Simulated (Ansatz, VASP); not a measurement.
# Zn in VASP and in Ansatz

INCAR

```
PREC = Accurate
ENCUT = 600
EDIFF = 1E-6
ISMEAR = -1
SIGMA = 0.15
LREAL = False
LASPH = True
NELM = 100
ALGO = Normal
ISIF = 3
LWAVE = False
LCHARG = False
GGA = B5
ALDAX = 1.0
AGGAX = 1.0
AGGAC = 1.0
ALDAC = 0.0
IVDW = 12
VDW_S6 = 1.0
VDW_S8 = 2.6996
VDW_A1 = 0.4298
VDW_A2 = 4.2359
IBRION = 2
NSW = 80
EDIFFG = -0.01
```

The input KPOINTS:

```
Automatic mesh
0
Gamma
  12 12 12
```

POSCAR

```
Zn
1.0
   -1.5690370000      1.5690370000      1.5690370000
    1.5690370000     -1.5690370000      1.5690370000
    1.5690370000      1.5690370000     -1.5690370000
Zn
1
Direct
    0.0000000000      0.0000000000      0.0000000000
```

Input for Ansatz:

```yaml
crystal:
  lattice:
    - [-1.569037, 1.569037, 1.569037]
    - [1.569037, -1.569037, 1.569037]
    - [1.569037, 1.569037, -1.569037]
  atoms:
    - { symbol: Zn, position: [0.0, 0.0, 0.0] }
basis:
  ecutwfc: 470.0
kpoints:
  mp_grid:
    grid: [12, 12, 12]
hamiltonian:
  xc: blyp
  dispersion: d3bj
scf:
  convergence:
    dr2_threshold: 1.0e-09
  occupations:
    method: fermi_dirac
    width: 0.15
relax:
  f_tol: 0.01
  cell: {}
```

Alike in both runs: task relaxation of cell and atoms; functional BLYP; dispersion D3(BJ); k mesh 12 × 12 × 12; occupations fermi-dirac, width 0.15 eV; no spin polarisation.

|  | VASP | Ansatz |
| --- | --- | --- |
| version | VASP 6.6.1 | Ansatz 0.2.0 |
| potentials or method | VASP PAW PBE potentials, release 64 (Zn), cutoff 600 eV | plane waves, PAW |
| valence electrons in the cell | 12 | 12 |

|  | VASP | Ansatz | Ansatz less VASP |
| --- | --- | --- | --- |
| relaxed volume (Å³/atom) | 14.62 | 14.56 | -0.055 |
| relaxed cell length with the largest relative difference (Å) | 2.668 | 2.664 | -0.0033 |

VASP's potentials were made for PBE, not for BLYP. Ansatz's warnings: stress scf threshold loose.
